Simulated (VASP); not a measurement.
Here is a VASP 6.6.1 calculation.

INCAR

```
SYSTEM = F
  ALGO = Normal
  EDIFF = 1E-6
  ENCUT = 520
  GGA = PE
  ISIF = 2
  ISMEAR = -1
  LASPH = .True.
  LCHARG = .True.
  LELF = .True.
  LREAL = .False.
  LVHAR = .True.
  LWAVE = .False.
  NBANDS = 14
  NELM = 60
  PREC = Accurate
  SIGMA = 0.08
```

File KPOINTS:

```
k-points
0
Gamma
  14 14 14
  0 0 0
```

POSCAR

```
F
1.0
    0.0000000000      2.2186118708      2.2186118708
    2.2186118708      0.0000000000      2.2186118708
    2.2186118708      2.2186118708      0.0000000000
F
2
Direct
   -0.1250000000     -0.1250000000     -0.1250000000
    0.1250000000      0.1250000000      0.1250000000
```

Potentials or basis: VASP PAW PBE potentials, release 64 (F).

Command:

```console
$ cat potpaw_PBE.64/F/POTCAR > POTCAR
$ mpirun -np 1 vasp_std > vasp.out
```

(1) Predict the band gap on the k mesh.

(2) What does it give for the pressure?

Answers

(1) zero (band 7 reaches -1.99 eV, above the bottom of band 8 at -3.55 eV).

(2) 22.5 GPa.
